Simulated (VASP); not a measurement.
# SbMo (zincblende type) (F-43m) in VASP: a series of runs

SbMo (zincblende type) is run at these levels: PBEsol; tasks: single point, relaxation of cell and atoms.

All numbers are computed with VASP 6.6.1; they aren't measurements. Logs are shortened: lines on timing, memory, paths and dates and some standing lists are left out, and cuts for length are marked.

**1. The cell of the first run**

The structure is cubic, space group F-43m (No. 216). Conventional cell: a = 5.238 Å, b = 5.238 Å, c = 5.238 Å, α = 90.00°, β = 90.00°, γ = 90.00°. Within 3.0 Å of Mo (site symmetry -43m) lie 4 Sb at 2.27 Å. Sb (site symmetry -43m) has 4 Mo at 2.27 Å within 3.0 Å.

**2. Single point, PBEsol**

Contents of INCAR:

```
SYSTEM = SbMo
PREC     = Accurate       ! precision mode
ENCUT    = 520            ! plane-wave cutoff, eV
EDIFF    = 1E-6           ! SCF threshold, eV
ISMEAR   = -1             ! smearing method
SIGMA    = 0.08           ! smearing width, eV
LREAL    = .FALSE.        ! projectors in reciprocal space
LASPH    = .TRUE.         ! aspherical terms in the spheres
NELM     = 100            ! most SCF steps
ALGO     = Normal         ! electronic algorithm
ISIF     = 2              ! what is computed and relaxed
LWAVE    = .FALSE.        ! write WAVECAR
LCHARG   = .TRUE.         ! write CHGCAR
GGA      = PS             ! functional
LELF     = .TRUE.         ! ELF
LVHAR    = .TRUE.       
NBANDS   = 16             ! bands
```

Contents of KPOINTS:

```
Automatic mesh
0
G
  12 12 12
  0 0 0
```

Contents of POSCAR:

```
SbMo
1.0
    0.0000000000      2.6187739154      2.6187739154
    2.6187739154      0.0000000000      2.6187739154
    2.6187739154      2.6187739154      0.0000000000
Mo Sb
1 1
Direct
    0.0000000000      0.0000000000      0.0000000000
    0.2500000000      0.2500000000      0.2500000000
```

Potentials or basis: VASP PAW PBE potentials, release 64 (Mo_sv, Sb).

Run with:

```sh
> cat potpaw_PBE.64/Mo_sv/POTCAR potpaw_PBE.64/Sb/POTCAR > POTCAR
> mpirun -np 1 vasp_std > vasp.out
```

OUTCAR:

```text
SYSTEM = SbMo
   PREC = Accurate
   ENCUT = 520
   EDIFF = 1E-6
   ISMEAR = -1
   LREAL = .FALSE.
   LASPH = .TRUE.
   NELM = 100
   ISIF = 2
   GGA = PS

 ion  position               nearest neighbor table
   1  0.000  0.000  0.000-   2 2.27   2 2.27   2 2.27   2 2.27
   2  0.250  0.250  0.250-   1 2.27   1 2.27   1 2.27   1 2.27

  LATTYP: Found a face centered cubic cell.
 ALAT       =     5.2375478308

  Lattice vectors:

 A1 = (   0.0000000000,   2.6187739154,   2.6187739154)
 A2 = (   2.6187739154,   0.0000000000,   2.6187739154)
 A3 = (   2.6187739154,   2.6187739154,   0.0000000000)

Analysis of symmetry for initial positions (statically):
=====================================================================
 Subroutine PRICEL returns:
 Original cell was already a primitive cell.

 Routine SETGRP: Setting up the symmetry group for a
 face centered cubic supercell.

 Subroutine GETGRP returns: Found 24 space group operations
 (whereof 24 operations were pure point group operations)
 out of a pool of 48 trial point group operations.

The static configuration has the point symmetry T_d .

Analysis of symmetry for dynamics (positions and initial velocities):
=====================================================================
 Subroutine PRICEL returns:
 Original cell was already a primitive cell.

 Routine SETGRP: Setting up the symmetry group for a
 face centered cubic supercell.

 Subroutine GETGRP returns: Found 24 space group operations
 (whereof 24 operations were pure point group operations)
 out of a pool of 48 trial point group operations.

The dynamic configuration has the point symmetry T_d .

 Subroutine INISYM returns: Found 24 space group operations
 (whereof 24 operations are pure point group operations),
 and found     1 'primitive' translations

----------------------------------------------------------------------------------------

                                     Primitive cell

  volume of cell :      35.9190

  direct lattice vectors                    reciprocal lattice vectors
     0.000000000  2.618773915  2.618773915    -0.190929044  0.190929044  0.190929044
     2.618773915  0.000000000  2.618773915     0.190929044 -0.190929044  0.190929044
     2.618773915  2.618773915  0.000000000     0.190929044  0.190929044 -0.190929044

  length of vectors
     3.703505588  3.703505588  3.703505588     0.330698805  0.330698805  0.330698805

  position of ions in fractional coordinates (direct lattice)
     0.000000000  0.000000000  0.000000000
     0.250000000  0.250000000  0.250000000

  ion indices of the primitive-cell ions
   primitive index   ion index
                 1           1
                 2           2

----------------------------------------------------------------------------------------

 KPOINTS: Automatic mesh

Automatic generation of k-mesh.
 Grid dimensions read from file:
 generate k-points for:   12   12   12

 Generating k-lattice:

  Cartesian coordinates                     Fractional coordinates (reciprocal lattice)
    -0.015910754  0.015910754  0.015910754     0.083333333  0.000000000  0.000000000
     0.015910754 -0.015910754  0.015910754     0.000000000  0.083333333  0.000000000
     0.015910754  0.015910754 -0.015910754     0.000000000  0.000000000  0.083333333

  Length of vectors
     0.027558234  0.027558234  0.027558234

  Shift w.r.t. Gamma in fractional coordinates (k-lattice)
     0.000000000  0.000000000  0.000000000

 Subroutine IBZKPT returns following result:
 ===========================================

 Found     72 irreducible k-points:

 Following reciprocal coordinates:
            Coordinates               Weight
  0.000000  0.000000  0.000000      1.000000
  0.083333  0.000000  0.000000      8.000000
  0.166667  0.000000  0.000000      8.000000
  0.250000  0.000000  0.000000      8.000000
  0.333333  0.000000  0.000000      8.000000
  0.416667  0.000000  0.000000      8.000000
[... 16 lines left out ...]
  0.500000  0.166667  0.000000     24.000000
 -0.416667  0.166667  0.000000     24.000000
 [... further k-points ...]
   k-points           NKPTS =     72   k-points in BZ     NKDIM =     72   number of bands    NBANDS=     16
   number of dos      NEDOS =    301   number of ions     NIONS =      2
   total plane-waves  NPLWV =  21952
   dimension x,y,z NGX =    28 NGY =   28 NGZ =   28
   dimension x,y,z NGXF=    56 NGYF=   56 NGZF=   56
   ions per type =               1   1
   NGX,Y,Z   is equivalent  to a cutoff of  12.57, 12.57, 12.57 a.u.
   NGXF,Y,Z  is equivalent  to a cutoff of  25.14, 25.14, 25.14 a.u.
 SYSTEM =  SbMo
   PREC   = accura    normal or accurate (medium, high low for compatibility)
   ISTART =      0    job   : 0-new  1-cont  2-samecut
   ICHARG =      2    charge: 1-file 2-atom 10-const
   ISPIN  =      1    spin polarized calculation?
   LNONCOLLINEAR =      F non collinear calculations
   LSORBIT =      F    spin-orbit coupling
   LASPH  =      T    aspherical Exc in radial PAW
   ENCUT  =  520.0 eV  38.22 Ry    6.18 a.u.   6.89  6.89  6.89*2*pi/ulx,y,z
   NELM   =    100;   NELMIN=  2; NELMDL= -5     # of ELM steps
   EDIFF  = 0.1E-05   stopping-criterion for ELM
   LREAL  =      F    real-space projection
   EDIFFG = 0.1E-04   stopping-criterion for IOM
   NSW    =      0    number of steps for IOM
   IBRION =     -1    ionic relax: 0-MD 1-quasi-New 2-CG
   NFREE  =      0    steps in history (QN), initial steepest desc. (CG)
   ISIF   =      2    stress and relaxation
   ISYM   =      2    0-nonsym 1-usesym 2-fastsym
   POTIM  = 0.5000    time-step for ionic-motion
   TEBEG  =    0.0;   TEEND  =   0.0 temperature during run
   PSTRESS=    0.0 pullay stress
   NELECT =      19.0000    total number of electrons
   NUPDOWN=      -1.0000    fix difference up-down
   EMIN   =  10.00;   EMAX   =-10.00  energy-range for DOS
   EFERMI =   0.00;   METHOD = LEGACY
   ISMEAR =    -1;   SIGMA  =   0.08  broadening in eV -4-tet -1-fermi 0-gaus
   EFERMI_NEDOS =   21; number of points for ismear=-14 and -15
   IALGO  =     38    algorithm
   IMIX   =      4    mixing-type and parameters
     AMIX     =   0.40;   BMIX     =  1.00
     AMIX_MAG =   1.60;   BMIX_MAG =  1.00
  volume/ion in A,a.u.               =      17.96       121.20
  Fermi-wavevector in a.u.,A,eV,Ry     =   1.323990  2.501978 23.850325  1.752949
  Thomas-Fermi vector in A             =   2.453558
   LORBIT       =      0    0 simple, 1 ext, 2 COOP (PROOUT), +10 PAW based schemes
   GGA     = PS    functional components
   LHFCALC =     F    Hartree Fock is set to
   AEXX    =    0.0000 exact exchange contribution
   IVDW    =     0    specifies the selected vdW correction
   LEPSILON=     F    determine dielectric tensor
   LRPA    =     F    only Hartree local field effects (RPA)
 non-spin polarized calculation
  energy-cutoff  :      520.00
  volume of cell :       35.92
 maximum number of plane-waves:       982
   NGX = 13   NGY = 13   NGZ = 13

 number of electron      19.0000002 magnetization

 Free energy of the ion-electron system (eV)
  ---------------------------------------------------
  ext. energy  EPLUGINS =         0.00000000
  ---------------------------------------------------
  free energy    TOTEN  =        -9.77306975 eV

  energy without entropy =       -9.69727298  energy(sigma->0) =       -9.73517136

 E-fermi :  11.4956     XC(G=0): -12.0585

 val. band max:       11.4910598251   @ k =  -0.3333   0.2500   0.0833
 cond. band min:      11.4961617383   @ k =   0.4167   0.1667   0.0000
 fundamental gap:      0.0051019133
 Fermi energy:        11.4955750084

 k-point     1 :       0.0000    0.0000    0.0000
  band No.  band energies     occupation
      1     -48.4661      2.00000
      2     -22.7957      2.00000
      3     -22.7957      2.00000
      4     -22.7957      2.00000
      5      -0.6284      2.00000
      6       7.5755      2.00000
[... 8 lines left out ...]
     15      22.7657      0.00000
     16      22.7657      0.00000

 k-point     2 :       0.0833    0.0000    0.0000
  band No.  band energies     occupation
      1     -48.4642      2.00000
      2     -22.8127      2.00000
      3     -22.7984      2.00000
      4     -22.7984      2.00000
      5      -0.5110      2.00000
      6       7.4493      2.00000
[... 8 lines left out ...]
     15      21.7677      0.00000
     16      22.4038      0.00000

 k-point     3 :       0.1667    0.0000    0.0000
  band No.  band energies     occupation
      1     -48.4592      2.00000
      2     -22.8591      2.00000
      3     -22.8059      2.00000
      4     -22.8059      2.00000
      5      -0.1772      2.00000
      6       7.1437      2.00000
[... 8 lines left out ...]
     15      20.6046      0.00000
     16      21.7852      0.00000

 k-point     4 :       0.2500    0.0000    0.0000
  band No.  band energies     occupation
      1     -48.4522      2.00000
      2     -22.9221      2.00000
      3     -22.8160      2.00000
      4     -22.8160      2.00000
      5       0.3136      2.00000
      6       6.8094      2.00000
[... 8 lines left out ...]
     15      21.0528      0.00000
     16      21.8966      0.00000
[... 324 lines left out ...]
 k-point    22 :       0.4167    0.1667    0.0000
  band No.  band energies     occupation
      1     -48.4395      2.00000
      2     -23.0017      2.00000
      3     -22.8542      2.00000
      4     -22.8486      2.00000
      5       1.3156      2.00000
      6       6.4151      2.00000
[... 8 lines left out ...]
     15      22.5560      0.00000
     16      23.1045      0.00000

 k-point    23 :       0.5000    0.1667    0.0000
  band No.  band energies     occupation
      1     -48.4360      2.00000
      2     -23.0307      2.00000
      3     -22.8659      2.00000
      4     -22.8500      2.00000
      5       1.6354      2.00000
      6       6.5229      2.00000
[... 8 lines left out ...]
     15      23.2209      0.00000
     16      23.2897      0.00000

 k-point    24 :      -0.4167    0.1667    0.0000
  band No.  band energies     occupation
      1     -48.4355      2.00000
      2     -23.0341      2.00000
      3     -22.8724      2.00000
      4     -22.8455      2.00000
      5       1.6785      2.00000
      6       6.6595      2.00000
[... 8 lines left out ...]
     15      23.0858      0.00000
     16      23.3340      0.00000

 [... further k-points ...]

------------------------ aborting loop because EDIFF is reached ----------------------------------------

  FORCE on cell =-STRESS in cart. coord.  units (eV):
  Direction    XX          YY          ZZ          XY          YZ          ZX
  --------------------------------------------------------------------------------------
  -------------------------------------------------------------------------------------
  Total       20.7660290     20.7660290     20.7660290     -0.0000000      0.0000000     -0.0000000
  in kB      926.2751745    926.2751745    926.2751745     -0.0000000      0.0000000     -0.0000000
  external PRESSURE =     926.2751745 kB  Pullay stress =       0.0000000 kB

 VOLUME and BASIS-vectors are now :
 -----------------------------------------------------------------------------
  energy-cutoff  :      520.00
  volume of cell :       35.92
      direct lattice vectors                 reciprocal lattice vectors
     0.000000000  2.618773915  2.618773915    -0.190929044  0.190929044  0.190929044
     2.618773915  0.000000000  2.618773915     0.190929044 -0.190929044  0.190929044
     2.618773915  2.618773915  0.000000000     0.190929044  0.190929044 -0.190929044

 POSITION                                       TOTAL-FORCE (eV/Angst)
 -----------------------------------------------------------------------------------
      0.00000      0.00000      0.00000        -0.000000      0.000000     -0.000000
      1.30939      1.30939      1.30939         0.000000     -0.000000      0.000000
 -----------------------------------------------------------------------------------
    total drift:                               -0.000000     -0.000000     -0.000000

  FREE ENERGIE OF THE ION-ELECTRON SYSTEM (eV)
  ---------------------------------------------------
  free  energy   TOTEN  =        -9.7730697455 eV

  energy  without entropy=       -9.6972729750  energy(sigma->0) =       -9.73517136
```

Run time: 32 s. Hardware: 1 thread of Intel Xeon Platinum 8259CL at 2.50GHz (Skylake/Cascade Lake), shared host; peak memory 0.18 GiB.

What came out:

```
Free energy            : -9.7731 eV
Pressure               : 92.6 GPa
Band gap on the k mesh : zero (an odd number of electrons rules out a gap without spin polarisation)
```

Caveat: the cell stands under pressure; the PAW data sets were made with another functional, which shifts forces and pressure a little; spin-orbit coupling is left out, which moves the levels of the heavy elements.

**3. Single point, PBEsol**

Contents of INCAR:

```
SYSTEM = SbMo
ALGO = Normal ; EDIFF = 1E-7
ENCUT = 520 ; GGA = PS
ISIF = 2 ; ISMEAR = -1
LASPH = .True. ; LCHARG = .True.
LELF = .True. ; LREAL = .False.
LVHAR = .True. ; LWAVE = .False.
NBANDS = 16 ; NELM = 80
PREC = Accurate ; SIGMA = 0.08
```

Contents of KPOINTS:

```
k-points
0
Gamma
  12 12 12
  0 0 0
```

Contents of POSCAR:

```
SbMo
1.0
    0.0000000000      2.6186134496      2.6186134496
    2.6186134496      0.0000000000      2.6186134496
    2.6186134496      2.6186134496      0.0000000000
Mo Sb
1 1
Direct
    0.0000000000      0.0000000000      0.0000000000
    0.2500000000      0.2500000000      0.2500000000
```

Potentials or basis: VASP PAW PBE potentials, release 64 (Mo_sv, Sb).

Run with:

```sh
> cat potpaw_PBE.64/Mo_sv/POTCAR potpaw_PBE.64/Sb/POTCAR > POTCAR
> mpirun -np 1 vasp_std > vasp.out
```

It took 43 s on 1 thread of Intel Xeon Platinum 8259CL at 2.50GHz (Skylake/Cascade Lake), shared host; peak memory 0.18 GiB.

The run converged. Its results:

```yaml
Free_energy: -9.7692 eV
Pressure: 92.7 GPa
Band_gap_on_the_k_mesh: zero (an odd number of electrons rules out a gap without spin polarisation)
```

Levels at points of the mesh, in eV from the Fermi level:
| k point | band 7 | band 8 | band 9 | band 10 | band 11 | band 12 |
| --- | --- | --- | --- | --- | --- | --- |
| (0.00, 0.00, 0.00) | -3.92 | -3.92 | -0.38 | -0.38 | 5.85 | 7.85 |
| (0.50, 0.00, 0.00) | -3.43 | -3.43 | 0.03 | 0.03 | 0.84 | 5.30 |
| (0.50, 0.50, 0.00) | -1.87 | -1.32 | -1.32 | 0.04 | 1.40 | 1.40 |

Caveat: the cell stands under pressure; the PAW data sets were made with another functional, which shifts forces and pressure a little; spin-orbit coupling is left out, which moves the levels of the heavy elements.

**4. Relaxation of cell and atoms, PBEsol, target pressure 93 GPa, at which the enthalpy is minimised**

This run uses another cell than the first one, of 16.12 Å³/atom.

Contents of INCAR:

```
PREC     = Accurate       # precision mode
ENCUT    = 600            # plane-wave cutoff, eV
EDIFF    = 1E-7           # SCF threshold, eV
ISMEAR   = -1             # smearing method
SIGMA    = 0.08           # smearing width, eV
LREAL    = F              # projectors in reciprocal space
LASPH    = T              # aspherical terms in the spheres
NELM     = 60             # most SCF steps
ALGO     = Normal         # electronic algorithm
ISIF     = 3              # what is computed and relaxed
LWAVE    = F              # write WAVECAR
LCHARG   = F              # write CHGCAR
GGA      = PS             # functional
IBRION   = 2              # ionic algorithm
NSW      = 60             # ionic steps
EDIFFG   = -0.005         # ionic threshold
PSTRESS  = 930.0
```

Contents of KPOINTS:

```
regular mesh
0
Gamma
  12 12 12
```

Contents of POSCAR:

```
SbMo
1.0
    0.0000000000      2.5260969035      2.5260969035
    2.5260969035      0.0000000000      2.5260969035
    2.5260969035      2.5260969035      0.0000000000
Mo Sb
1 1
Direct
    0.0000000000      0.0000000000      0.0000000000
    0.2500000000      0.2500000000      0.2500000000
```

Run with:

```sh
> cat potpaw_PBE.64/Mo_sv/POTCAR potpaw_PBE.64/Sb/POTCAR > POTCAR
> mpirun -np 1 vasp_std > vasp.out
```

Wall time 3 min (1 thread of Intel Xeon Platinum 8259CL at 2.50GHz (Skylake/Cascade Lake), shared host); peak memory 0.21 GiB.

The run converged. Its results:

```
Free energy                                                : -9.7519 eV
Relaxed volume                                             : 17.94 Å³/atom
Relaxed cell                                               : a = 3.702 Å, b = 3.702 Å, c = 3.702 Å, α = 60.00°, β = 60.00°, γ = 60.00°
Space group after relaxing (to 0.1 Å)                      : F-43m (No. 216)
Energy change on relaxing (the run minimises the enthalpy) : -1330.2 meV/atom
Ionic steps                                                : 5
Pressure after relaxing                                    : 93.0 GPa
Band gap on the k mesh                                     : zero (an odd number of electrons rules out a gap without spin polarisation)
```

The path:
| step | energy change (eV) | largest force (eV/Å) | pressure (GPa) | volume (Å³) |
| --- | --- | --- | --- | --- |
| 1 | 0.0000 | 0.0000 | 144.58 | 32.24 |
| 2 | -6.3114 | 0.0000 | -8.66 | 63.02 |
| 3 | -3.3655 | 0.0000 | 79.21 | 37.20 |
| 4 | -2.7194 | 0.0000 | 91.85 | 35.99 |
| 5 | -2.6604 | 0.0000 | 93.00 | 35.89 |

Final structure:
```
Mo Sb
1.0
     0.00000    2.61795    2.61795
     2.61795    0.00000    2.61795
     2.61795    2.61795    0.00000
Mo Sb
1 1
Direct
  0.00000 0.00000 0.00000
  0.25000 0.25000 0.25000
```

Levels at points of the mesh, in eV from the Fermi level:
| k point | band 5 | band 6 | band 7 | band 8 | band 9 | band 10 | band 11 | band 12 | band 13 |
| --- | --- | --- | --- | --- | --- | --- | --- | --- | --- |
| (0.00, 0.00, 0.00) | -12.13 | -3.92 | -3.92 | -3.92 | -0.38 | -0.38 | 5.86 | 7.85 | 7.85 |
| (0.50, 0.00, 0.00) | -10.05 | -5.01 | -3.44 | -3.44 | 0.03 | 0.03 | 0.84 | 5.30 | 5.30 |
| (0.50, 0.50, 0.00) | -9.23 | -6.08 | -1.87 | -1.32 | -1.32 | 0.04 | 1.40 | 1.40 | 1.78 |

Caveat: the cell is relaxed towards a set pressure, so the run minimises the enthalpy, not the energy; the PAW data sets were made with another functional, which shifts forces and pressure a little; spin-orbit coupling is left out, which moves the levels of the heavy elements.

**5. The runs side by side**

```csv
task,cell,cutoff (eV),gap on the mesh (eV),pressure (GPa)
single point,"a = 3.704 Å, angles 60.0°, 2 atoms",520,none,92.6
single point,"a = 3.703 Å, angles 60.0°, 2 atoms",520,none,92.7
relaxation of cell and atoms,"relaxed to 93 GPa from a = 3.572 Å, angles 60.0°, 2 atoms",600,none,93.0
```

Alike in all rows: level PBEsol; potentials or basis VASP PAW PBE potentials, release 64 (Mo_sv, Sb); no spin polarisation; k mesh 12 × 12 × 12; smearing fermi-dirac 0.08 eV.

Caveats: the PAW data sets were made with another functional, which shifts forces and pressure a little; spin-orbit coupling is left out, which moves the levels of the heavy elements; the cell stands under pressure (at least some runs); the cell is relaxed towards a set pressure, so the run minimises the enthalpy, not the energy (at least some runs).

Absolute energies hang on the potentials; compare differences alone.
